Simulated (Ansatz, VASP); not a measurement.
**One calculation of InGaSe, two programs**

INCAR

```
SYSTEM = InGaSe
  PREC = Accurate
  ENCUT = 600
  EDIFF = 1E-6
  ISMEAR = 0
  SIGMA = 0.1
  LREAL = .FALSE.
  LASPH = .TRUE.
  NELM = 80
  ALGO = Normal
  ISIF = 3
  LWAVE = .FALSE.
  LCHARG = .FALSE.
  GGA = PE
  IBRION = 2
  NSW = 100
  EDIFFG = -0.01
```

Contents of KPOINTS:

```
Automatic mesh
0
G
  12 12 10
  0 0 0
```

The input POSCAR:

```
InGaSe
1.0
    4.0840180486      0.0000000000      0.0000000000
    0.0000000000      4.0840180486      0.0000000000
    0.0000000000      0.0000000000      4.9987300078
In Ga Se
1 1 1
Direct
    0.0000000000      0.0000000000      0.0000000000
    0.5000000000      0.5000000000      0.0000000000
    0.5000000000      0.5000000000      0.5000000000
```

Input for Ansatz:

```yaml
crystal:
  lattice:
    - [4.0840180486, 0.0, 0.0]
    - [0.0, 4.0840180486, 0.0]
    - [0.0, 0.0, 4.9987300078]
  atoms:
    - { symbol: In, position: [0.0, 0.0, 0.0] }
    - { symbol: Ga, position: [0.5, 0.5, 0.0] }
    - { symbol: Se, position: [0.5, 0.5, 0.5] }
basis:
  ecutwfc: 420
kpoints:
  mp_grid: { grid: [12, 12, 10] }
hamiltonian:
  xc: pbe
scf:
  occupations: { method: gaussian, width: 0.1 }
output:
  forces: true
  stress: true
  eigenvalues: true
  write_density: true
  write_potential: true
  elf: true
  volumetric_format: npy
relax:
  adjacent_minimum: "off"
  f_tol: 0.01
  max_steps: 80
  cell: { stress_tol: 0.05 }
```

Alike in both runs: task relaxation of cell and atoms; functional PBE; k mesh 12 × 12 × 10; occupations gaussian, width 0.1 eV; no spin polarisation.

|  | VASP | Ansatz |
| --- | --- | --- |
| version | VASP 6.6.1 | Ansatz 0.2.0 |
| potentials or method | VASP PAW PBE potentials, release 64 (In_d, Ga_d, Se), cutoff 600 eV | scalar-relativistic, plane waves, PAW |
| valence electrons in the cell | 32 | 42 |

|  | VASP | Ansatz | Ansatz less VASP |
| --- | --- | --- | --- |
| gap on the k mesh at the Fermi level, each at its own relaxed structure (eV) | none | none | - |
| relaxed volume (Å³/atom) | 29.07 | 29.04 | -0.027 |
| relaxed cell length with the largest relative difference (Å) | 4.954 | 4.950 | -0.0041 |

A gap of «none» marks a metal or a gap that the smearing closes. VASP's potentials hold 32 valence electrons a cell and Ansatz's 42, so a difference there can come from the potentials and not from the codes.
